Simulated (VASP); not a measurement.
The system is HfO2.

```xyz
3
Lattice="0.0000 2.5292 2.5292 2.5292 0.0000 2.5292 2.5292 2.5292 0.0000" Properties=species:S:1:pos:R:3 pbc="T T T"
Hf    0.0000    0.0000    0.0000
O     1.2646    1.2646    1.2646
O     3.7938    3.7938    3.7938
```

Base run:

- Program: VASP 6.6.1
- Functional: HSE06
- Potentials or basis: VASP PAW PBE potentials, release 64 (Hf_pv, O)
- Cutoff: 520 eV
- k mesh: 6 × 6 × 6
- Occupations: gaussian, width 0.01 eV
- Spin: no spin polarisation

Its results: band gap on the k mesh 5.36 eV; pressure -5.3 GPa.

Problem. The run is repeated on the same cell with these changes: functional from HSE06 to PBE; cutoff from 520 eV to 600 eV. What comes out?

Solution. Band gap on the k mesh 3.82 eV; pressure 1.9 GPa.

Caveats: spin-orbit coupling is left out, which moves the levels of the heavy elements; the cell stands under tension (at least some runs); the PAW data sets were made with another functional, which shifts forces and pressure a little (at least some runs).

A k mesh can miss the band edges.
